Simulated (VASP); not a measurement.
The system is CoSi.

```xyz
2
Lattice="2.6168 0.0000 0.0000 0.0000 2.6168 0.0000 0.0000 0.0000 3.1358" Properties=species:S:1:pos:R:3 pbc="T T T"
Co    0.0000    0.0000    0.0000
Si    1.3084    1.3084    1.5679
```

Base run:

```yaml
Program: VASP 6.6.1
Functional: PBE
Potentials_or_basis: VASP PAW PBE potentials, release 64 (Co, Si)
Cutoff: 520 eV
k_mesh: 16 × 16 × 14
Occupations: gaussian, width 0.1 eV
Spin: no spin polarisation
```

Its results: band gap on the k mesh zero (an odd number of electrons rules out a gap without spin polarisation); pressure -0.1 GPa.

Problem. The run is repeated on the same cell with these changes: functional from PBE to r2SCAN. What comes out?

Solution. Band gap on the k mesh zero (an odd number of electrons rules out a gap without spin polarisation); pressure -8.5 GPa.

Caveats: the run has no spin polarisation, though such a crystal can be magnetic; the cell stands under tension (at least some runs); the PAW data sets were made with another functional, which shifts forces and pressure a little (at least some runs).
